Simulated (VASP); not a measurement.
The system is Li.

```xyz
1
Lattice="-1.7547 1.7547 1.7547 1.7547 -1.7547 1.7547 1.7547 1.7547 -1.7547" Properties=species:S:1:pos:R:3 pbc="T T T"
Li    0.0000    0.0000    0.0000
```

* Program: VASP 6.6.1
* Task: relaxation of cell and atoms
* Functional: PBEsol
* Potentials or basis: VASP PAW PBE potentials, release 64 (Li_sv)
* Cutoff: 600 eV
* k mesh: 10 × 10 × 10
* Occupations: gaussian, width 0.1 eV
* Spin: no spin polarisation

At the start: pressure -0.9 GPa; volume 21.61 Å³/atom.

Question: Where does the relaxation end?

Answer: Over 3 steps the energy falls by 4.5 meV/atom and the volume is 20.20 Å³/atom (-6.5 %); space group Im-3m (No. 229, to 0.05 Å).

Step by step:
| step | energy change (eV) | largest force (eV/Å) | pressure (GPa) | volume (Å³) |
| --- | --- | --- | --- | --- |
| 1 | 0.0000 | 0.0000 | -0.88 | 21.61 |
| 2 | -0.0018 | 0.0000 | -0.69 | 21.24 |
| 3 | -0.0045 | 0.0000 | -0.10 | 20.20 |

Final structure:
```xyz
1
Lattice="-1.7158 1.7158 1.7158 1.7158 -1.7158 1.7158 1.7158 1.7158 -1.7158" Properties=species:S:1:pos:R:3 pbc="T T T"
Li    0.0000    0.0000    0.0000
```

Caveat: the cutoff is under 1.25 times the usual one of these potentials, so pressure, stress and relaxed cells hold a basis-set (Pulay) error; the PAW data sets were made with another functional, which shifts forces and pressure a little.
